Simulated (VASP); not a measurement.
# AlCo in VASP: single point with PBE

Aim: the single point of AlCo with PBE.

Program: VASP 6.6.1. These are calculated values, not measurements. Logs are shortened: lines on timing, memory, paths and dates and some standing lists are left out, and cuts for length are marked.

## (1) The cell of the first run

The typed cell holds 2 atoms: a = 2.852 Å, b = 2.852 Å, c = 2.852 Å, α = 90.00°, β = 90.00°, γ = 90.00°.

## (2) Single point, PBE

Input file INCAR:

```
PREC = Accurate
ENCUT = 520
EDIFF = 1E-6
ISMEAR = 0
SIGMA = 0.15
LREAL = F
LASPH = T
NELM = 80
ALGO = Fast
ISIF = 2
LWAVE = F
LCHARG = F
GGA = PE
NBANDS = 13
```

Input file KPOINTS:

```
Automatic mesh
0
Gamma
  12 12 12
```

Input file POSCAR:

```
AlCo
1.0
    2.8517380649      0.0000379321     -0.0000599170
    0.0000396937      2.8520977108     -0.0000106776
   -0.0000612168     -0.0000108866      2.8520687691
Al Co
1 1
Direct
    0.0000021951     -0.0000055924      0.0000126444
    0.4999978049      0.5000055924      0.4999873556
```

Potentials or basis: VASP PAW PBE potentials, release 64 (Al, Co).

On the command line:

```console
$ cat potpaw_PBE.64/Al/POTCAR potpaw_PBE.64/Co/POTCAR > POTCAR
$ mpirun -np 1 vasp_std > vasp.out
```

OUTCAR:

```text
PREC = Accurate
   ENCUT = 520
   EDIFF = 1E-6
   ISMEAR = 0
   LREAL = F
   LASPH = T
   NELM = 80
   ISIF = 2
   GGA = PE

 ion  position               nearest neighbor table
   1  0.000  1.000  0.000-   2 2.47   2 2.47   2 2.47   2 2.47   2 2.47   2 2.47   2 2.47   2 2.47

   2  0.500  0.500  0.500-   1 2.47   1 2.47   1 2.47   1 2.47   1 2.47   1 2.47   1 2.47   1 2.47

  LATTYP: Found a simple monoclinic cell.
 ALAT       =     2.8520687698
 B/A-ratio  =     1.0000101475
 C/A-ratio  =     2.2359781371
 COS(beta)  =    -0.8944441348

  Lattice vectors:

 A1 = (  -0.0000612168,  -0.0000108866,   2.8520687691)
 A2 = (   0.0000396937,   2.8520977108,  -0.0000106776)
 A3 = (  -2.8516156313,  -0.0000161589,  -5.7040776212)

Analysis of symmetry for initial positions (statically):
=====================================================================
 Subroutine PRICEL returns:
 Original cell was already a primitive cell.

 Routine SETGRP: Setting up the symmetry group for a
 simple monoclinic supercell.

 Subroutine GETGRP returns: Found  1 space group operations
 (whereof  1 operations were pure point group operations)
 out of a pool of  4 trial point group operations.

The static configuration has the point symmetry C_1 .

Analysis of symmetry for dynamics (positions and initial velocities):
=====================================================================
 Subroutine PRICEL returns:
 Original cell was already a primitive cell.

 Routine SETGRP: Setting up the symmetry group for a
 simple monoclinic supercell.

 Subroutine GETGRP returns: Found  1 space group operations
 (whereof  1 operations were pure point group operations)
 out of a pool of  4 trial point group operations.

The dynamic configuration has the point symmetry C_1 .

 Subroutine INISYM returns: Found  1 space group operations
 (whereof  1 operations are pure point group operations),
 and found     1 'primitive' translations

----------------------------------------------------------------------------------------

                                     Primitive cell

  volume of cell :      23.1971

  direct lattice vectors                    reciprocal lattice vectors
     2.851738065  0.000037932 -0.000059917     0.350663342 -0.000004880  0.000007527
     0.000039694  2.852097711 -0.000010678    -0.000004664  0.350619124  0.000001338
    -0.000061217 -0.000010887  2.852068769     0.000007367  0.000001313  0.350622682

  length of vectors
     2.851738066  2.852097711  2.852068770     0.350663342  0.350619124  0.350622682
[... 93 lines left out ...]
   NUPDOWN=      -1.0000    fix difference up-down
   EMIN   =  10.00;   EMAX   =-10.00  energy-range for DOS
   EFERMI =   0.00;   METHOD = LEGACY
   ISMEAR =     0;   SIGMA  =   0.15  broadening in eV -4-tet -1-fermi 0-gaus
   EFERMI_NEDOS =   21; number of points for ismear=-14 and -15
   IALGO  =     68    algorithm
   IMIX   =      4    mixing-type and parameters
     AMIX     =   0.40;   BMIX     =  1.00
     AMIX_MAG =   1.60;   BMIX_MAG =  1.00
  volume/ion in A,a.u.               =      11.60        78.27
  Fermi-wavevector in a.u.,A,eV,Ry     =   1.314187  2.483454 23.498459  1.727088
  Thomas-Fermi vector in A             =   2.444458
   LORBIT       =      0    0 simple, 1 ext, 2 COOP (PROOUT), +10 PAW based schemes
   GGA     = PE    functional components
   LHFCALC =     F    Hartree Fock is set to
   AEXX    =    0.0000 exact exchange contribution
   IVDW    =     0    specifies the selected vdW correction
   LEPSILON=     F    determine dielectric tensor
   LRPA    =     F    only Hartree local field effects (RPA)
 non-spin polarized calculation
 RMM-DIIS sequential band-by-band and
 Gauss-broadening in eV      SIGMA  =   0.15
  energy-cutoff  :      520.00
  volume of cell :       23.20
 maximum number of plane-waves:       647
 NGX is ok and might be reduce to    24
   NGX = 11   NGY = 11   NGZ = 11

 number of electron      11.9999996 magnetization

 Free energy of the ion-electron system (eV)
  ---------------------------------------------------
  ext. energy  EPLUGINS =         0.00000000
  ---------------------------------------------------
  free energy    TOTEN  =       -11.99298807 eV

  energy without entropy =      -11.98323337  energy(sigma->0) =      -11.98811072

 E-fermi :  10.5416     XC(G=0): -12.2551

 val. band max:       10.5373676302   @ k =  -0.4167   0.0000   0.4167
 cond. band min:      10.5563433025   @ k =   0.1667   0.5000   0.4167
 fundamental gap:      0.0189756723
 Fermi energy:        10.5415543653

 k-point     1 :       0.0000    0.0000    0.0000
  band No.  band energies     occupation
      1      -0.5136      2.00000
      2       7.5977      2.00000
      3       7.5979      2.00000
      4       9.7068      2.00000
      5       9.7072      2.00000
      6       9.7072      2.00000
      7      16.4998      0.00000
      8      16.5001      0.00000
      9      16.5044      0.00000
     10      19.2720      0.00000
     11      19.2729      0.00000
     12      25.6596      0.00000
     13      32.1394      0.00000
[... 354 lines left out ...]
  band No.  band energies     occupation
      1       0.5215      2.00000
      2       7.6201      2.00000
      3       7.6998      2.00000
      4       9.1514      2.00000
      5       9.4459      2.00000
      6       9.5423      2.00000
      7      13.6049      0.00000
      8      14.6310      0.00000
      9      17.8839      0.00000
     10      20.3886      0.00000
     11      23.8346      0.00000
     12      25.4418      0.00000
     13      28.5696      0.00000

 [... further k-points ...]

------------------------ aborting loop because EDIFF is reached ----------------------------------------

  FORCE on cell =-STRESS in cart. coord.  units (eV):
  Direction    XX          YY          ZZ          XY          YZ          ZX
  --------------------------------------------------------------------------------------
  -------------------------------------------------------------------------------------
  Total       -0.0325620     -0.0353966     -0.0351665     -0.0005597      0.0001523      0.0008754
  in kB       -2.2489887     -2.4447733     -2.4288770     -0.0386593      0.0105167      0.0604589
  external PRESSURE =      -2.3742130 kB  Pullay stress =       0.0000000 kB

 VOLUME and BASIS-vectors are now :
 -----------------------------------------------------------------------------
  energy-cutoff  :      520.00
  volume of cell :       23.20
      direct lattice vectors                 reciprocal lattice vectors
     2.851738065  0.000037932 -0.000059917     0.350663342 -0.000004880  0.000007527
     0.000039694  2.852097711 -0.000010678    -0.000004664  0.350619124  0.000001338
    -0.000061217 -0.000010887  2.852068769     0.000007367  0.000001313  0.350622682

 POSITION                                       TOTAL-FORCE (eV/Angst)
 -----------------------------------------------------------------------------------
      0.00005      2.85208      0.00003        -0.000091      0.000233     -0.000525
      1.42585      1.42608      1.42596         0.000091     -0.000233      0.000525
 -----------------------------------------------------------------------------------
    total drift:                               -0.000000     -0.000002      0.000001

  FREE ENERGIE OF THE ION-ELECTRON SYSTEM (eV)
  ---------------------------------------------------
  free  energy   TOTEN  =       -11.9929880708 eV

  energy  without entropy=      -11.9832333711  energy(sigma->0) =      -11.98811072
```

stdout:

```text
POSCAR found type information on POSCAR AlCo
 POSCAR found :  2 types and       2 ions
 scaLAPACK will be used
 LDA part: xc-table for (Slater+PW92), standard interpolation
 POSCAR, INCAR and KPOINTS ok, starting setup
 FFT: planning ... GRIDC
 FFT: planning ... GRID_SOFT
 FFT: planning ... GRID
 WAVECAR not read
 entering main loop
```

Run time: 3.4 min. Hardware: 1 thread of Intel Xeon Platinum 8259CL at 2.50GHz (Skylake/Cascade Lake), shared host; peak memory 0.38 GiB.

What came out:

| Property | Result |
| --- | --- |
| Free energy | -11.9930 eV |
| Pressure | -0.2 GPa |
| Band gap on the k mesh | zero (bands 6 and 7 overlap by 2.63 eV) |

Levels at points of the mesh, in eV from the Fermi level:
```tsv
k point	band 4	band 5	band 6	band 7	band 8	band 9
(0.00, 0.00, 0.00)	-0.83	-0.83	-0.83	5.96	5.96	5.96
(0.50, 0.00, 0.00)	-1.71	-1.71	-0.72	0.18	8.40	10.60
(0.00, 0.50, 0.00)	-1.71	-1.70	-0.72	0.18	8.40	10.60
(0.50, 0.50, 0.00)	-2.67	-1.50	-1.50	-0.23	2.42	3.44
(0.00, 0.00, 0.50)	-1.71	-1.70	-0.72	0.18	8.40	10.60
(0.50, 0.00, 0.50)	-2.67	-1.50	-1.50	-0.23	2.42	3.44
(0.00, 0.50, 0.50)	-2.67	-1.50	-1.50	-0.23	2.42	3.44
(0.50, 0.50, 0.50)	-0.20	-0.20	2.39	2.39	2.39	4.09
```

Caveat: the run has no spin polarisation, though such a crystal can be magnetic. Spin polarisation is off, so any magnetic state and its effect on volume and gap are missing.
